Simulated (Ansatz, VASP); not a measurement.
Given: the input of a run of Ansatz 0.2.0 on Mo.

The input input.yaml:

```yaml
crystal:
  lattice:
    - [-1.5838089719, 1.5838089719, 1.5838089719]
    - [1.5838089719, -1.5838089719, 1.5838089719]
    - [1.5838089719, 1.5838089719, -1.5838089719]
  atoms:
    - { symbol: Mo, position: [0.0, 0.0, 0.0] }
hamiltonian:
  xc: pbesol
  pseudopotentials: { kind: paw }
  dispersion: d3bj
kpoints:
  mp_grid: { grid: [12, 12, 12] }
scf:
  occupations: { method: fermi_dirac, width: 0.05 }
output:
  forces: true
  stress: true
relax:
  f_tol: 0.01
  max_steps: 40
  cell: { stress_tol: 0.05 }
```

Potentials or basis: Ansatz PAW.

Command:

```bash
$ ansatz run input.yaml --threads 2 --pin off --max-ram 5632MiB --backend cpu --events-out ev --progress --plain --runs-dir out
```

Task: Set up the same calculation for VASP 6.6.1. Potentials there: VASP PAW PBE potentials, release 64 (Mo_sv).

Result: As run (the cutoff follows the program's own potentials):

File INCAR:

```
SYSTEM = Mo
PREC = Accurate
ENCUT = 600
EDIFF = 1E-6
ISMEAR = -1
SIGMA = 0.05
LREAL = .False.
LASPH = .True.
NELM = 60
ALGO = Normal
ISIF = 3
LWAVE = .False.
LCHARG = .False.
GGA = PS
IVDW = 12
IBRION = 2
NSW = 60
EDIFFG = -0.01
```

Contents of KPOINTS:

```
Automatic mesh
0
Gamma
  12 12 12
  0 0 0
```

File POSCAR:

```
Mo
1.0
   -1.5838089719      1.5838089719      1.5838089719
    1.5838089719     -1.5838089719      1.5838089719
    1.5838089719      1.5838089719     -1.5838089719
Mo
1
Direct
    0.0000000000      0.0000000000      0.0000000000
```

Potentials or basis: VASP PAW PBE potentials, release 64 (Mo_sv).

Command:

```sh
$ cat potpaw_PBE.64/Mo_sv/POTCAR > POTCAR
$ mpirun -np 1 vasp_std > vasp.out
```

Both were run:

|  | VASP | Ansatz | Ansatz less VASP |
| --- | --- | --- | --- |
| relaxed volume (Å³/atom) | 14.94 | 14.92 | -0.024 |
| relaxed cell length with the largest relative difference (Å) | 2.687 | 2.686 | -0.0014 |

VASP's potentials were made for PBE, not for PBEsol.

Noted on Ansatz's run: the plane-wave basis is chosen anew once the cell has moved, so the energies of steps on either side of that aren't comparable.
